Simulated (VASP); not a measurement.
NiO, 2 atoms in the cell. The structure is cubic, space group Fm-3m (No. 225). Conventional cell: a = 4.130 Å, b = 4.130 Å, c = 4.130 Å, α = 90.00°, β = 90.00°, γ = 90.00°. Ni (site symmetry m-3m) has 6 O at 2.06 Å within 2.7 Å. Within 2.7 Å of O (site symmetry m-3m) lie 6 Ni at 2.06 Å. 

* Program: VASP 6.6.1
* Task: single point
* Functional: r2SCAN
* Potentials or basis: VASP PAW PBE potentials, release 64 (Ni, O)
* Cutoff: 520 eV
* k mesh: 12 × 12 × 12
* Occupations: gaussian, width 0.02 eV
* Spin: collinear spin, ferromagnetic start
* Starting moments: [1.83, 0.32] μB
* Dipole correction: no
* Further INCAR settings: ALGO = Normal; EDIFF = 1e-06; NBANDS = 19

Potentials or basis: VASP PAW PBE potentials, release 64 (Ni, O).

Command:

```bash
$ cat potpaw_PBE.64/Ni/POTCAR potpaw_PBE.64/O/POTCAR > POTCAR
$ cp INCAR.step1 INCAR
$ mpirun -np 1 vasp_std > vasp.out
$ cp INCAR.step2 INCAR
$ mpirun -np 1 vasp_std > vasp.out
```

Hardware: 1 thread of AMD EPYC 9R45 96-Core Processor (Zen 5) (shared host).

How long does it take, and how much memory?

Wall time 2.3 min on 1 thread of AMD EPYC 9R45 96-Core Processor (Zen 5), on a shared host, peak memory 0.15 GiB. Counts: k points 72.
